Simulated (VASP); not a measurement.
Input of a VASP 6.6.1 run:

INCAR

```
PREC     = Accurate       # precision mode
ENCUT    = 520            # plane-wave cutoff, eV
EDIFF    = 1E-7           # SCF threshold, eV
ISMEAR   = 0              # smearing method
SIGMA    = 0.15           # smearing width, eV
LREAL    = F              # projectors in reciprocal space
LASPH    = T              # aspherical terms in the spheres
NELM     = 60             # most SCF steps
ALGO     = Fast           # electronic algorithm
ISIF     = 2              # what is computed and relaxed
LWAVE    = F              # write WAVECAR
LCHARG   = F              # write CHGCAR
GGA      = PS             # functional
NBANDS   = 12             # bands
```

File KPOINTS:

```
regular mesh
0
Gamma
  20 20 20
```

POSCAR

```
Au
1.0
   -1.6572690000      1.6572690000      1.6241236200
    1.6572690000     -1.6572690000      1.6241236200
    1.6572690000      1.6572690000     -1.6241236200
Au
1
Direct
    0.0000000000      0.0000000000      0.0000000000
```

Potentials or basis: VASP PAW PBE potentials, release 64 (Au).

Command:

```bash
$ cat potpaw_PBE.64/Au/POTCAR > POTCAR
$ mpirun -np 1 vasp_std > vasp.out
```

Question: Predict the pressure.

Answer: -7.1 GPa.

Caveat: the cell differs from its parent crystal (strain -0.0200 x Voigt [0, 0, 1, 0, 0, 0]); the PAW data sets were made with another functional, which shifts forces and pressure a little.
